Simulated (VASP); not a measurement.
A run of VASP 6.6.1:

INCAR

```
SYSTEM = Al5Ga3N8
PREC = Accurate ; ENCUT = 520
EDIFF = 1E-6 ; ISMEAR = 0
SIGMA = 0.1 ; LREAL = Auto
LASPH = .TRUE. ; NELM = 80
ALGO = Normal ; ISIF = 2
LWAVE = .FALSE. ; LCHARG = .FALSE.
GGA = PS ; NBANDS = 61
```

File KPOINTS:

```
regular mesh
0
G
  4 6 6
  0 0 0
```

POSCAR

```
Al5Ga3N8
1.0
   -0.0011623950     -0.0006711090     -5.0678755562
    3.1356899437      5.4337867078      0.0014529354
    3.1379523558     -5.4350929120      0.0000000000
Ga Al N
3 5 8
Direct
   -0.0012772216      0.1652048173      0.3312850121
   -0.0012772216      0.1652048173      0.8339198052
    0.4989621660      0.3350061852      0.6675030926
    0.0000269692      0.6673149892      0.3336574946
   -0.0003099300      0.6691191055      0.8345595527
    0.5001405203      0.3355364338      0.1677682169
    0.5003445667      0.8313790403      0.6652959691
    0.5003445667      0.8313790403      0.1660830711
    0.6133966303      0.1629182286      0.3263240262
    0.6133966303      0.1629182286      0.8365942023
    0.6227454282      0.6671172640      0.3335586320
    0.6246601630      0.6744635486      0.8372317743
    0.1146610480      0.3399231756      0.6699615878
    0.1259122595      0.3406823961      0.1703411981
    0.1241367125      0.8259163649      0.6626556376
    0.1241367125      0.8259163649      0.1632607273
```

Potentials or basis: VASP PAW PBE potentials, release 64 (Ga_d, Al, N).

Run with:

```console
$ cat potpaw_PBE.64/Ga_d/POTCAR potpaw_PBE.64/Al/POTCAR potpaw_PBE.64/N/POTCAR > POTCAR
$ mpirun -np 1 vasp_std > vasp.out
```

Hardware: 1 thread of Intel(R) Xeon(R) Platinum 8259CL CPU @ 2.50GHz (Skylake/Cascade Lake), with other jobs on the host.

**Question.** Estimate the wall time of this run.

**Answer.** It took 29 min on 1 thread of Intel(R) Xeon(R) Platinum 8259CL CPU @ 2.50GHz (Skylake/Cascade Lake), with other jobs on the host, peak memory 0.47 GiB. Counts: scf iterations 16, k points 47.
